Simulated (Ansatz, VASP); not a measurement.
**SnO2 in VASP and in Ansatz**

Contents of INCAR:

```
PREC = Accurate
ENCUT = 520
EDIFF = 1E-6
ISMEAR = 0
SIGMA = 0.01
LREAL = False
LASPH = True
NELM = 100
ALGO = Normal
ISIF = 2
LWAVE = False
LCHARG = False
NBANDS = 20
```

The input KPOINTS:

```
regular mesh
0
Gamma
  6 6 6
```

The input POSCAR:

```
SnO2
1.0
    1.6170900000      0.9336300000      4.8005900000
   -1.6170900000      0.9336300000      4.8005900000
    0.0000000000     -1.8672600000      4.8005900000
Sn O
1 2
Direct
    0.5094200000      0.4755800000      0.5048900000
    0.3016900000      0.2038700000      0.1931600000
    0.8449500000      0.6905000000      0.7700400000
```

Input for Ansatz:

```yaml
crystal:
  lattice:
    - [1.61709, 0.93363, 4.80059]
    - [-1.61709, 0.93363, 4.80059]
    - [0.0, -1.86726, 4.80059]
  atoms:
    - { symbol: Sn, position: [0.50942, 0.47558, 0.50489] }
    - { symbol: O, position: [0.30169, 0.20387, 0.19316] }
    - { symbol: O, position: [0.84495, 0.6905, 0.77004] }
basis:
  ecutwfc: 540.0
  xc_grid: 2
kpoints:
  mp_grid:
    grid: [6, 6, 6]
hamiltonian:
  xc: lda
scf:
  convergence:
    dr2_threshold: 1.0e-09
  occupations:
    method: fixed
output:
  forces: true
  stress: true
```

Alike in both runs: task single point; functional LDA; k mesh 6 × 6 × 6; no spin polarisation.

|  | VASP | Ansatz |
| --- | --- | --- |
| version | VASP 6.6.1 | Ansatz 0.2.0 |
| potentials or method | VASP PAW LDA potentials, release 64 (Sn_d, O), cutoff 520 eV | plane waves, PAW |
| occupations | gaussian, width 0.01 eV | fixed |
| valence electrons in the cell | 26 | 26 |

VASP gave:

* pressure (GPa): 1.5
* traceless stress, the component that is largest in VASP (GPa): 7.88
* rms of the force components (eV/Å): 1.586

**Question.** What did Ansatz give for the same quantities?

**Answer.** Pressure (GPa): 0.7; traceless stress, the component that is largest in VASP (GPa): 7.77; rms of the force components (eV/Å): 1.543.

LDA's correlation is that of Perdew and Zunger in VASP and of Perdew and Wang (1992) in Ansatz. Atom by atom the forces differ by 0.052 eV/Å (rms over components). Ansatz's warnings: stress scf threshold loose.
